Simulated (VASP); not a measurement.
Input of a VASP 6.6.1 run:

POSCAR

```
Sb
1.0
    3.1172920620      0.0000000000      0.0000000000
    0.0000000000      3.1172920620      0.0000000000
    0.0000000000      0.0000000000      3.1172920620
Sb
1
Direct
    0.0000000000      0.0000000000      0.0000000000
```

Contents of INCAR.step1:

```
SYSTEM = Sb
PREC     = Accurate       ! precision mode
ENCUT    = 400            ! plane-wave cutoff, eV
EDIFF    = 1E-5           ! SCF threshold, eV
ISMEAR   = -1             ! smearing method
SIGMA    = 0.05           ! smearing width, eV
LREAL    = .FALSE.        ! projectors in reciprocal space
LASPH    = .TRUE.         ! aspherical terms in the spheres
NELM     = 120            ! most SCF steps
ALGO     = Normal         ! electronic algorithm
ISIF     = 2              ! what is computed and relaxed
LWAVE    = .TRUE.         ! write WAVECAR
LCHARG   = .FALSE.        ! write CHGCAR
NBANDS   = 14             ! bands
GGA      = PE             ! functional
GGA_COMPAT= .FALSE.
```

File INCAR.step2:

```
SYSTEM = Sb
PREC     = Accurate       ! precision mode
ENCUT    = 400            ! plane-wave cutoff, eV
EDIFF    = 1E-6           ! SCF threshold, eV
ISMEAR   = -1             ! smearing method
SIGMA    = 0.05           ! smearing width, eV
LREAL    = .FALSE.        ! projectors in reciprocal space
LASPH    = .TRUE.         ! aspherical terms in the spheres
NELM     = 120            ! most SCF steps
ALGO     = Normal         ! electronic algorithm
ISIF     = 2              ! what is computed and relaxed
LWAVE    = .FALSE.        ! write WAVECAR
LCHARG   = .FALSE.        ! write CHGCAR
GGA      = PE             ! functional
LHFCALC  = .TRUE.         ! exact exchange
AEXX     = 0.25           ! exact-exchange fraction
PRECFOCK = Normal       
NBANDS   = 14             ! bands
ISTART   = 1            
GGA_COMPAT= .FALSE.
```

KPOINTS

```
Automatic mesh
0
G
  6 6 6
  0 0 0
```

Potentials or basis: VASP PAW PBE potentials, release 64 (Sb_d_GW).

The run is started by

```sh
$ cat potpaw_PBE.64/Sb_d_GW/POTCAR > POTCAR
$ cp INCAR.step1 INCAR
$ mpirun -np 1 vasp_std > vasp.out
$ cp INCAR.step2 INCAR
$ mpirun -np 1 vasp_std > vasp.out
```

(1) What does it give for the band gap on the k mesh?

(2) Predict the pressure.

Answers

(1) zero (an odd number of electrons rules out a gap without spin polarisation).

(2) -1.4 GPa.

Caveat: the PAW data sets were made with another functional, which shifts forces and pressure a little; spin-orbit coupling is left out, which moves the levels of the heavy elements; an odd number of electrons without spin polarisation forces a metal; a magnetic or distorted state may lie lower.
